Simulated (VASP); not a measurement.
# Cu2H3 (R32) in VASP: further runs, part 3 of 3

VASP 6.6.1.

## Step 5: Single point, PBE

File INCAR:

```
PREC = Accurate
ENCUT = 520
EDIFF = 1E-6
ISMEAR = 0
SIGMA = 0.1
LREAL = False
LASPH = True
NELM = 100
ALGO = Normal
ISIF = 2
LWAVE = False
LCHARG = False
GGA = PE
NBANDS = 20
```

File KPOINTS:

```
regular mesh
0
Gamma
  12 12 12
```

File POSCAR:

```
Cu2H3
1.0
    2.2093812653      1.2755868683      2.2353978092
   -2.2093812653      1.2755868683      2.2353978092
    0.0000000000     -2.5511737365      2.2353978092
Cu H
2 3
Direct
    0.1911322242      0.1911322242      0.1911322242
    0.8088677758      0.8088677758      0.8088677758
    0.0000000000      0.3174906556      0.6825093444
    0.6825093444      0.0000000000      0.3174906556
    0.3174906556      0.6825093444      0.0000000000
```

Potentials or basis: VASP PAW PBE potentials, release 64 (Cu, H).

The run is started by

```console
$ cat potpaw_PBE.64/Cu/POTCAR potpaw_PBE.64/H/POTCAR > POTCAR
$ mpirun -np 1 vasp_std > vasp.out
```

OUTCAR:

```text
PREC = Accurate
   ENCUT = 520
   EDIFF = 1E-6
   ISMEAR = 0
   LREAL = False
   LASPH = True
   NELM = 100
   ISIF = 2
   GGA = PE

 ion  position               nearest neighbor table
   1  0.191  0.191  0.191-   3 1.79   4 1.79   5 1.79   2 2.56   2 2.57   2 2.57   2 2.57
   2  0.809  0.809  0.809-   4 1.79   3 1.79   5 1.79   1 2.56   1 2.57   1 2.57   1 2.57
   3  0.000  0.317  0.683-   1 1.79   2 1.79
   4  0.683  0.000  0.317-   2 1.79   1 1.79
   5  0.317  0.683  0.000-   1 1.79   2 1.79

  LATTYP: Found a trigonal (rhomboedric) cell.
 ALAT       =     3.3919744692
 COS(alpha) =     0.1514719953

  Lattice vectors:

 A1 = (   2.2093812653,   1.2755868683,   2.2353978092)
 A2 = (  -2.2093812653,   1.2755868683,   2.2353978092)
 A3 = (   0.0000000000,  -2.5511737365,   2.2353978092)

Analysis of symmetry for initial positions (statically):
=====================================================================
 Subroutine PRICEL returns:
 Original cell was already a primitive cell.

 Routine SETGRP: Setting up the symmetry group for a
 trigonal (rhombohedral) supercell.

 Subroutine GETGRP returns: Found  6 space group operations
 (whereof  6 operations were pure point group operations)
 out of a pool of 12 trial point group operations.

The static configuration has the point symmetry D_3 .

Analysis of symmetry for dynamics (positions and initial velocities):
=====================================================================
 Subroutine PRICEL returns:
 Original cell was already a primitive cell.

 Routine SETGRP: Setting up the symmetry group for a
 trigonal (rhombohedral) supercell.

 Subroutine GETGRP returns: Found  6 space group operations
 (whereof  6 operations were pure point group operations)
 out of a pool of 12 trial point group operations.

The dynamic configuration has the point symmetry D_3 .

 Subroutine INISYM returns: Found  6 space group operations
 (whereof  6 operations are pure point group operations),
 and found     1 'primitive' translations

----------------------------------------------------------------------------------------

                                     Primitive cell

  volume of cell :      37.7996

  direct lattice vectors                    reciprocal lattice vectors
     2.209381265  1.275586868  2.235397809     0.226307703  0.130658813  0.149115890
    -2.209381265  1.275586868  2.235397809    -0.226307703  0.130658813  0.149115890
     0.000000000 -2.551173737  2.235397809     0.000000000 -0.261317627  0.149115890

  length of vectors
     3.391974469  3.391974469  3.391974469     0.300869491  0.300869491  0.300869491

  position of ions in fractional coordinates (direct lattice)
     0.191132224  0.191132224  0.191132224
     0.808867776  0.808867776  0.808867776
     0.000000000  0.317490656  0.682509344
     0.682509344  0.000000000  0.317490656
     0.317490656  0.682509344  0.000000000

  ion indices of the primitive-cell ions
   primitive index   ion index
                 1           1
                 2           2
                 3           3
                 4           4
                 5           5

----------------------------------------------------------------------------------------

 KPOINTS: regular mesh

Automatic generation of k-mesh.
 Grid dimensions read from file:
 generate k-points for:   12   12   12

 Generating k-lattice:

  Cartesian coordinates                     Fractional coordinates (reciprocal lattice)
     0.018858975  0.010888234  0.012426324     0.083333333  0.000000000 -0.000000000
    -0.018858975  0.010888234  0.012426324     0.000000000  0.083333333 -0.000000000
     0.000000000 -0.021776469  0.012426324     0.000000000  0.000000000  0.083333333

  Length of vectors
     0.025072458  0.025072458  0.025072458

  Shift w.r.t. Gamma in fractional coordinates (k-lattice)
     0.000000000  0.000000000  0.000000000

 Subroutine IBZKPT returns following result:
 ===========================================

 Found    189 irreducible k-points:

 Following reciprocal coordinates:
            Coordinates               Weight
  0.000000  0.000000  0.000000      1.000000
  0.083333  0.000000  0.000000      6.000000
  0.166667  0.000000  0.000000      6.000000
  0.250000  0.000000  0.000000      6.000000
  0.333333 -0.000000  0.000000      6.000000
  0.416667  0.000000  0.000000      6.000000
[... 16 lines left out ...]
  0.500000  0.166667  0.000000     12.000000
 -0.416667  0.166667 -0.000000     12.000000
 [... further k-points ...]
   k-points           NKPTS =    189   k-points in BZ     NKDIM =    189   number of bands    NBANDS=     20
   number of dos      NEDOS =    301   number of ions     NIONS =      5
   total plane-waves  NPLWV =  21952
   dimension x,y,z NGX =    28 NGY =   28 NGZ =   28
   dimension x,y,z NGXF=    56 NGYF=   56 NGZF=   56
   ions per type =               2   3
   NGX,Y,Z   is equivalent  to a cutoff of  13.72, 13.72, 13.72 a.u.
   NGXF,Y,Z  is equivalent  to a cutoff of  27.45, 27.45, 27.45 a.u.
 SYSTEM =  unknown system
   PREC   = accura    normal or accurate (medium, high low for compatibility)
   ISTART =      0    job   : 0-new  1-cont  2-samecut
   ICHARG =      2    charge: 1-file 2-atom 10-const
   ISPIN  =      1    spin polarized calculation?
   LNONCOLLINEAR =      F non collinear calculations
   LSORBIT =      F    spin-orbit coupling
   LASPH  =      T    aspherical Exc in radial PAW
   ENCUT  =  520.0 eV  38.22 Ry    6.18 a.u.   6.31  6.31  6.31*2*pi/ulx,y,z
   NELM   =    100;   NELMIN=  2; NELMDL= -5     # of ELM steps
   EDIFF  = 0.1E-05   stopping-criterion for ELM
   LREAL  =      F    real-space projection
[... 7 lines left out ...]
   TEBEG  =    0.0;   TEEND  =   0.0 temperature during run
   PSTRESS=    0.0 pullay stress
   NELECT =      25.0000    total number of electrons
   NUPDOWN=      -1.0000    fix difference up-down
   EMIN   =  10.00;   EMAX   =-10.00  energy-range for DOS
   EFERMI =   0.00;   METHOD = LEGACY
   ISMEAR =     0;   SIGMA  =   0.10  broadening in eV -4-tet -1-fermi 0-gaus
   EFERMI_NEDOS =   21; number of points for ismear=-14 and -15
   IALGO  =     38    algorithm
   IMIX   =      4    mixing-type and parameters
     AMIX     =   0.40;   BMIX     =  1.00
     AMIX_MAG =   1.60;   BMIX_MAG =  1.00
  volume/ion in A,a.u.               =       7.56        51.02
  Fermi-wavevector in a.u.,A,eV,Ry     =   1.426349  2.695409 27.680678  2.034472
  Thomas-Fermi vector in A             =   2.546636
   LORBIT       =      0    0 simple, 1 ext, 2 COOP (PROOUT), +10 PAW based schemes
   GGA     = PE    functional components
   LHFCALC =     F    Hartree Fock is set to
   AEXX    =    0.0000 exact exchange contribution
   IVDW    =     0    specifies the selected vdW correction
   LEPSILON=     F    determine dielectric tensor
   LRPA    =     F    only Hartree local field effects (RPA)
 non-spin polarized calculation
 Gauss-broadening in eV      SIGMA  =   0.10
  energy-cutoff  :      520.00
  volume of cell :       37.80
 maximum number of plane-waves:      1034
 NGX is ok and might be reduce to    28
   NGX = 13   NGY = 13   NGZ = 13

 number of electron      25.0000006 magnetization

 Free energy of the ion-electron system (eV)
  ---------------------------------------------------
  ext. energy  EPLUGINS =         0.00000000
  ---------------------------------------------------
  free energy    TOTEN  =       -16.04952375 eV

  energy without entropy =      -16.04588102  energy(sigma->0) =      -16.04770238

 E-fermi :   5.0332     XC(G=0): -11.2251

 val. band max:        5.0306544538   @ k =  -0.2500   0.1667   0.0833
 cond. band min:       5.0399465291   @ k =  -0.4167   0.2500   0.2500
 fundamental gap:      0.0092920753
 Fermi energy:         5.0331916022

 k-point     1 :       0.0000    0.0000    0.0000
  band No.  band energies     occupation
      1      -6.0763      2.00000
      2      -0.6826      2.00000
      3      -0.6826      2.00000
      4       1.3993      2.00000
      5       1.5951      2.00000
      6       1.5951      2.00000
[... 12 lines left out ...]
     19      17.1757      0.00000
[... 513 lines left out ...]
      4       1.1111      2.00000
      5       1.3023      2.00000
      6       1.4413      2.00000
[... 12 lines left out ...]
     19      17.4538      0.00000
     20      18.0591      0.00000

 [... further k-points ...]

------------------------ aborting loop because EDIFF is reached ----------------------------------------

  FORCE on cell =-STRESS in cart. coord.  units (eV):
  Direction    XX          YY          ZZ          XY          YZ          ZX
  --------------------------------------------------------------------------------------
  -------------------------------------------------------------------------------------
  Total        0.0682313      0.0682313      0.0375470      0.0000000      0.0000000      0.0000000
  in kB        2.8920598      2.8920598      1.5914737      0.0000000      0.0000000      0.0000000
  external PRESSURE =       2.4585311 kB  Pullay stress =       0.0000000 kB

 VOLUME and BASIS-vectors are now :
 -----------------------------------------------------------------------------
  energy-cutoff  :      520.00
  volume of cell :       37.80
      direct lattice vectors                 reciprocal lattice vectors
     2.209381265  1.275586868  2.235397809     0.226307703  0.130658813  0.149115890
    -2.209381265  1.275586868  2.235397809    -0.226307703  0.130658813  0.149115890
     0.000000000 -2.551173737  2.235397809     0.000000000 -0.261317627  0.149115890

 POSITION                                       TOTAL-FORCE (eV/Angst)
 -----------------------------------------------------------------------------------
      0.00000      0.00000      1.28177         0.000000      0.000000      0.003365
      0.00000      0.00000      5.42442         0.000000     -0.000000     -0.003365
     -0.70146     -1.33621      2.23540         0.004588     -0.007946     -0.000000
      1.50792      0.06063      2.23540         0.004588      0.007946     -0.000000
     -0.80647      1.27559      2.23540        -0.009176     -0.000000     -0.000000
 -----------------------------------------------------------------------------------
    total drift:                               -0.000000     -0.000000      0.000000

  FREE ENERGIE OF THE ION-ELECTRON SYSTEM (eV)
  ---------------------------------------------------
  free  energy   TOTEN  =       -16.0495237480 eV

  energy  without entropy=      -16.0458810162  energy(sigma->0) =      -16.04770238
```

Wall time 2.1 min (1 thread of Intel Xeon Platinum 8488C (Sapphire Rapids), shared host); peak memory 0.24 GiB.

Results:

| Property | Result |
| --- | --- |
| Free energy | -16.0495 eV |
| Pressure | 0.2 GPa |
| Largest force | 0.009 eV/Å |
| Band gap on the k mesh | zero (an odd number of electrons rules out a gap without spin polarisation) |

Forces in eV/Å, atoms in the order of the input:
```
Cu   0.000  0.000  0.003
Cu   0.000  0.000 -0.003
H    0.005 -0.008  0.000
H    0.005  0.008  0.000
H   -0.009  0.000  0.000
```

Stress tensor (GPa, compression positive):
```
0.29 0.00 0.00
0.00 0.29 0.00
0.00 0.00 0.16
```

Levels at points of the mesh, in eV from the Fermi level:
| k point | band 9 | band 10 | band 11 | band 12 | band 13 | band 14 | band 15 | band 16 |
| --- | --- | --- | --- | --- | --- | --- | --- | --- |
| (0.00, 0.00, 0.00) | -2.83 | -2.83 | -2.50 | 0.94 | 0.94 | 5.31 | 6.66 | 6.66 |
| (0.50, 0.00, 0.00) | -2.82 | -2.78 | -2.46 | -2.35 | 1.59 | 5.71 | 7.12 | 7.57 |
| (0.50, 0.50, 0.00) | -2.93 | -2.56 | -2.55 | -2.51 | -1.42 | 1.53 | 5.78 | 6.99 |
| (0.50, 0.50, 0.50) | -3.05 | -2.81 | -2.81 | -0.54 | -0.54 | 0.88 | 3.74 | 4.26 |

## Step 6: Relaxation of cell and atoms, PBE

File INCAR:

```
SYSTEM = Cu2H3
  PREC = Accurate
  ENCUT = 600
  EDIFF = 1E-6
  ISMEAR = 0
  SIGMA = 0.1
  LREAL = .False.
  LASPH = .True.
  NELM = 80
  ALGO = Normal
  ISIF = 3
  LWAVE = .False.
  LCHARG = .False.
  GGA = PE
  IBRION = 2
  NSW = 100
  EDIFFG = -0.01
```

File KPOINTS:

```
Automatic mesh
0
Gamma
  12 12 12
  0 0 0
```

File POSCAR:

```
Cu2H3
1.0
    2.2113035819      1.2766967183      2.2315893844
   -2.2113035819      1.2766967183      2.2315893844
    0.0000000000     -2.5533934365      2.2315893844
Cu H
2 3
Direct
    0.1931698090      0.1931698090      0.1931698090
    0.8068301910      0.8068301910      0.8068301910
    0.0000000000      0.3184596547      0.6815403453
    0.6815403453      0.0000000000      0.3184596547
    0.3184596547      0.6815403453      0.0000000000
```

Potentials or basis: VASP PAW PBE potentials, release 64 (Cu, H).

The run is started by

```console
$ cat potpaw_PBE.64/Cu/POTCAR potpaw_PBE.64/H/POTCAR > POTCAR
$ mpirun -np 1 vasp_std > vasp.out
```

OUTCAR:

```text
SYSTEM = Cu2H3
   PREC = Accurate
   ENCUT = 600
   EDIFF = 1E-6
   ISMEAR = 0
   LREAL = .False.
   LASPH = .True.
   NELM = 80
   ISIF = 3
   GGA = PE
   IBRION = 2
   NSW = 100
   EDIFFG = -0.01

 ion  position               nearest neighbor table
   1  0.193  0.193  0.193-   3 1.78   4 1.78   5 1.78   2 2.58   2 2.58   2 2.58   2 2.59
   2  0.807  0.807  0.807-   4 1.78   3 1.78   5 1.78   1 2.58   1 2.58   1 2.58   1 2.59
   3  0.000  0.318  0.682-   1 1.78   2 1.78
   4  0.682  0.000  0.318-   2 1.78   1 1.78
   5  0.318  0.682  0.000-   1 1.78   2 1.78

  LATTYP: Found a trigonal (rhomboedric) cell.
 ALAT       =     3.3911368628
 COS(alpha) =     0.1495748431

  Lattice vectors:

 A1 = (   2.2113035819,   1.2766967183,   2.2315893844)
 A2 = (  -2.2113035819,   1.2766967183,   2.2315893844)
 A3 = (   0.0000000000,  -2.5533934365,   2.2315893844)

Analysis of symmetry for initial positions (statically):
=====================================================================
 Subroutine PRICEL returns:
 Original cell was already a primitive cell.

 Routine SETGRP: Setting up the symmetry group for a
 trigonal (rhombohedral) supercell.

 Subroutine GETGRP returns: Found  6 space group operations
 (whereof  6 operations were pure point group operations)
 out of a pool of 12 trial point group operations.
[... 178 lines left out ...]
  Total        0.0299725      0.0299725      0.0302736     -0.0000000      0.0000000      0.0000000
  in kB        1.2703767      1.2703767      1.2831354     -0.0000000      0.0000000      0.0000000
  external PRESSURE =       1.2746296 kB  Pullay stress =       0.0000000 kB
[... 104 lines left out ...]
--------------------------------------- Ionic step        4  -------------------------------------------

 number of electron      25.0000006 magnetization

 Free energy of the ion-electron system (eV)
  ---------------------------------------------------
  ext. energy  EPLUGINS =         0.00000000
  ---------------------------------------------------
  free energy    TOTEN  =       -16.05113248 eV

  energy without entropy =      -16.04741813  energy(sigma->0) =      -16.04927530

 E-fermi :   4.9967     XC(G=0): -11.2061

 val. band max:        4.9955781696   @ k =  -0.1667   0.3333   0.0833
 cond. band min:       4.9981320888   @ k =  -0.4167   0.2500   0.2500
 fundamental gap:      0.0025539192
 Fermi energy:         4.9966534836

 k-point     1 :       0.0000    0.0000    0.0000
  band No.  band energies     occupation
      1      -6.0832      2.00000
      2      -0.7025      2.00000
      3      -0.7025      2.00000
      4       1.3770      2.00000
      5       1.5706      2.00000
      6       1.5706      2.00000
[... 433 lines left out ...]
      3      -0.7795      2.00000
      4       1.0913      2.00000
      5       1.2799      2.00000
      6       1.4205      2.00000
[... 8 lines left out ...]
     15      11.5046      0.00000
     16      11.9920      0.00000

 [... further k-points ...]

------------------------ aborting loop because EDIFF is reached ----------------------------------------

  FORCE on cell =-STRESS in cart. coord.  units (eV):
  Direction    XX          YY          ZZ          XY          YZ          ZX
  --------------------------------------------------------------------------------------
  -------------------------------------------------------------------------------------
  Total       -0.0462333     -0.0462333      0.0096730     -0.0000000      0.0000000      0.0000000
  in kB       -1.9521638     -1.9521638      0.4084338     -0.0000000      0.0000000      0.0000000
  external PRESSURE =      -1.1652979 kB  Pullay stress =       0.0000000 kB
[... 20 lines left out ...]
  FREE ENERGIE OF THE ION-ELECTRON SYSTEM (eV)
  ---------------------------------------------------
  free  energy   TOTEN  =       -16.0511324768 eV

  energy  without entropy=      -16.0474181320  energy(sigma->0) =      -16.04927530

 reached required accuracy - stopping structural energy minimisation
```

It took 2.8 min on 1 thread of Intel Xeon Platinum 8488C (Sapphire Rapids), shared host; peak memory 0.26 GiB.

Results:

```yaml
Free_energy: -16.0511 eV
Relaxed_volume: 7.59 Å³/atom
Relaxed_cell: a = 3.395 Å, b = 3.395 Å, c = 3.395 Å, α = 81.40°, β = 81.40°, γ = 81.40°
Space_group_after_relaxing_to_0.1_Å: R32 (No. 155)
Energy_gained_by_relaxing: 0.2 meV/atom
Ionic_steps: 4
Pressure_after_relaxing: -0.1 GPa
Largest_force_after_relaxing: 0.005 eV/Å
Band_gap_on_the_k_mesh: zero (an odd number of electrons rules out a gap without spin polarisation)
```

Forces in eV/Å, atoms in the order of the input:
```
Cu   0.000  0.000 -0.002
Cu   0.000  0.000  0.002
H    0.002 -0.004  0.000
H    0.002  0.004  0.000
H   -0.005  0.000  0.000
```

Stress tensor (GPa, compression positive):
```
-0.20  0.00  0.00
 0.00 -0.20  0.00
 0.00  0.00  0.04
```

The path:
```
step  energy change (eV)  largest force (eV/Å)  pressure (GPa)  volume (Å³)
   1              0.0000                0.0575            0.13        37.80
   2             -0.0004                0.0450            0.03        37.83
   3             -0.0011                0.0071           -0.15        37.93
   4             -0.0011                0.0045           -0.12        37.94
```

Final structure:
```yaml
crystal:
  lattice:
    - [2.21409, 1.27831, 2.23443]
    - [-2.21409, 1.27831, 2.23443]
    - [0.00000, -2.55661, 2.23443]
  atoms:
    - { symbol: Cu, position: [0.19136, 0.19136, 0.19136] }
    - { symbol: Cu, position: [0.80864, 0.80864, 0.80864] }
    - { symbol: H, position: [0.00000, 0.31691, 0.68309] }
    - { symbol: H, position: [0.68309, 0.00000, 0.31691] }
    - { symbol: H, position: [0.31691, 0.68309, 0.00000] }
```

Levels at points of the mesh, in eV from the Fermi level:
| k point | band 9 | band 10 | band 11 | band 12 | band 13 | band 14 | band 15 | band 16 |
| --- | --- | --- | --- | --- | --- | --- | --- | --- |
| (0.00, 0.00, 0.00) | -2.82 | -2.82 | -2.49 | 0.93 | 0.93 | 5.29 | 6.64 | 6.64 |
| (0.50, 0.00, 0.00) | -2.82 | -2.77 | -2.46 | -2.35 | 1.59 | 5.71 | 7.11 | 7.54 |
| (0.50, 0.50, 0.00) | -2.92 | -2.56 | -2.55 | -2.50 | -1.42 | 1.51 | 5.78 | 7.01 |
| (0.50, 0.50, 0.50) | -3.03 | -2.80 | -2.80 | -0.55 | -0.55 | 0.89 | 3.70 | 4.25 |

## Step 7: Overview

```csv
task,cell,k mesh,cutoff (eV),gap on the mesh (eV),pressure (GPa),largest force (eV/Å)
single point,"a = 3.391 Å, angles 81.4°, 5 atoms, atomic positions A",6 × 6 × 6,520,none,0.2,0.01
single point,"a = 3.500 Å, angles 90.4°, 5 atoms, atomic positions B",6 × 6 × 6,520,none,-12.8,0.73
relaxation of cell and atoms,"relaxed from a = 3.500 Å, angles 90.4°, 5 atoms, atomic positions B",6 × 6 × 6,600,none,-0.5,0.01
single point,"a = 3.392 Å, angles 81.3°, 5 atoms, atomic positions C",12 × 12 × 12,520,none,0.2,0.01
relaxation of cell and atoms,"relaxed from a = 3.391 Å, angles 81.4°, 5 atoms, atomic positions A",12 × 12 × 12,600,none,-0.1,-
```

Alike in all rows: level PBE; potentials or basis VASP PAW PBE potentials, release 64 (Cu, H); no spin polarisation; smearing gaussian 0.1 eV.

Caveats: the stress differs along the axes, from -17 to -3 GPa (at least some runs).

Absolute energies hang on the potentials; compare differences alone.

The gap in the log of VASP goes by the Fermi energy; the results here count the filled bands.